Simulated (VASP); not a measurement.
A run of VASP 6.6.1 is set up as follows.

The input INCAR:

```
  ALGO = Normal
  EDIFF = 1E-6
  ENCUT = 600
  GGA = PE
  GGA_COMPAT = False
  ISIF = 2
  ISMEAR = 0
  IVDW = 12
  LASPH = True
  LCHARG = False
  LREAL = False
  LWAVE = False
  NBANDS = 11
  NELM = 120
  PREC = Accurate
  SIGMA = 0.1
```

KPOINTS

```
k-points
0
Gamma
  6 6 6
```

Contents of POSCAR:

```
SiC
1.0
    0.0000000000      2.1769967100      2.1769967100
    2.1769967100      0.0000000000      2.1769967100
    2.1769967100      2.1769967100      0.0000000000
Si C
1 1
Direct
    0.2500000000      0.2500000000      0.2500000000
    0.0000000000      0.0000000000      0.0000000000
```

Potentials or basis: VASP PAW PBE potentials, release 64 (Si, C).

The run is started by

```console
$ cat potpaw_PBE.64/Si/POTCAR potpaw_PBE.64/C/POTCAR > POTCAR
$ mpirun -np 1 vasp_std > vasp.out
```

Question: Estimate the band gap on the k mesh.

Answer: 1.35 eV, indirect (least direct gap 4.54 eV).

Question: Estimate the dispersion energy per atom.

Answer: -0.302 eV.

A k mesh can miss the band edges. A hybrid or GW would open this gap; PBE tends to underestimate it.
